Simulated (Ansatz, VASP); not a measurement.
**SiO2: VASP beside Ansatz**

The input INCAR:

```
SYSTEM = SiO2
  PREC = Accurate
  ENCUT = 520
  EDIFF = 1E-6
  ISMEAR = 0
  SIGMA = 0.02
  LREAL = .FALSE.
  LASPH = .TRUE.
  NELM = 100
  ALGO = Normal
  ISIF = 2
  LWAVE = .FALSE.
  LCHARG = .FALSE.
  GGA = CA
  NBANDS = 44
```

Contents of KPOINTS:

```
Automatic mesh
0
G
  6 6 6
  0 0 0
```

File POSCAR:

```
SiO2
1.0
   -4.4553296906      4.4553296906      2.6073622167
    4.4553296906     -4.4553296906      2.6073622167
    4.4553296906      4.4553296906     -2.6073622167
Si O
4 8
Direct
    0.1769371919      0.1769371919      0.3538743837
    0.8230628081      0.1769371919      0.0000000000
    0.1769371919      0.8230628081      0.0000000000
    0.8230628081      0.8230628081      0.6461256163
    0.5000000000      0.5000000000      0.5000000000
    0.0000000000      0.5000000000      0.0000000000
    0.5000000000      0.0000000000      0.0000000000
    0.0000000000      0.0000000000      0.5000000000
    0.0000000000      0.2089418893      0.2089418893
    0.7910581107      0.0000000000      0.7910581107
    0.2089418893      0.0000000000      0.2089418893
    0.0000000000      0.7910581107      0.7910581107
```

Input for Ansatz:

```yaml
crystal:
  lattice:
    - [-4.4553296906, 4.4553296906, 2.6073622167]
    - [4.4553296906, -4.4553296906, 2.6073622167]
    - [4.4553296906, 4.4553296906, -2.6073622167]
  atoms:
    - { symbol: Si, position: [0.1769371919, 0.1769371919, 0.3538743837] }
    - { symbol: Si, position: [0.8230628081, 0.1769371919, 0.0] }
    - { symbol: Si, position: [0.1769371919, 0.8230628081, 0.0] }
    - { symbol: Si, position: [0.8230628081, 0.8230628081, 0.6461256163] }
    - { symbol: O, position: [0.5, 0.5, 0.5] }
    - { symbol: O, position: [0.0, 0.5, 0.0] }
    - { symbol: O, position: [0.5, 0.0, 0.0] }
    - { symbol: O, position: [0.0, 0.0, 0.5] }
    - { symbol: O, position: [0.0, 0.2089418893, 0.2089418893] }
    - { symbol: O, position: [0.7910581107, 0.0, 0.7910581107] }
    - { symbol: O, position: [0.2089418893, 0.0, 0.2089418893] }
    - { symbol: O, position: [0.0, 0.7910581107, 0.7910581107] }
basis:
  ecutwfc: 420
kpoints:
  mp_grid: { grid: [6, 6, 6] }
hamiltonian:
  xc: lda
scf:
  occupations: { method: gaussian, width: 0.02 }
output:
  forces: true
  stress: true
  eigenvalues: true
```

Alike in both runs: task single point; functional LDA; k mesh 6 × 6 × 6; occupations gaussian, width 0.02 eV; no spin polarisation.

```csv
,VASP,Ansatz
version,VASP 6.6.1,Ansatz 0.2.0
potentials or method,"VASP PAW LDA potentials, release 64 (Si, O), cutoff 520 eV","scalar-relativistic, plane waves, PAW"
valence electrons in the cell,64,64
```

Ansatz gave:

| Item | Value |
| --- | --- |
| gap on the k mesh at the Fermi level (eV) | 5.35 |
| least direct gap on the mesh (eV) | 5.35 |
| pressure (GPa) | 0.0 |
| rms of the force components (eV/Å) | 0.000 |

**Question.** Which values does VASP return?

**Answer.** gap on the k mesh at the Fermi level (eV): 5.34; least direct gap on the mesh (eV): 5.34; pressure (GPa): 0.4; rms of the force components (eV/Å): 0.010.

LDA's correlation is that of Perdew and Zunger in VASP and of Perdew and Wang (1992) in Ansatz. Atom by atom the forces differ by 0.010 eV/Å (rms over components).
